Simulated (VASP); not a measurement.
Crystal: Sb.

```
CELL_PARAMETERS angstrom
4.55769 0.00000 0.00000
0.00000 4.45038 0.00000
-1.32926 0.00000 6.40650
ATOMIC_POSITIONS crystal
Sb 0.33993 0.25000 0.68367
Sb 0.93664 0.75000 0.76276
Sb 0.06336 0.25000 0.23724
Sb 0.66007 0.75000 0.31633
```

This cell differs from its parent crystal: volume scaled by 1.02.

Base run:

- Program: VASP 6.6.1
- Functional: PBEsol
- Potentials or basis: VASP PAW PBE potentials, release 64 (Sb)
- Cutoff: 520 eV
- k mesh: 6 × 6 × 4
- Occupations: fermi-dirac, width 0.05 eV
- Spin: no spin polarisation

Its results: band gap on the k mesh zero (band 10 reaches 6.23 eV, above the bottom of band 11 at 5.76 eV); pressure -3.1 GPa; largest force 0.207 eV/Å.

Q: The run is repeated on the same cell with these changes: functional from PBEsol to r2SCAN; further incar settings from ALGO = Normal; EDIFF = 1e-06; NBANDS = 18 to ALGO = Normal; EDIFF = 1e-07; NBANDS = 18. What comes out?

A: Band gap on the k mesh zero (band 10 reaches 6.36 eV, above the bottom of band 11 at 5.80 eV); pressure -1.6 GPa; largest force 0.418 eV/Å.

Caveats: the PAW data sets were made with another functional, which shifts forces and pressure a little; spin-orbit coupling is left out, which moves the levels of the heavy elements.
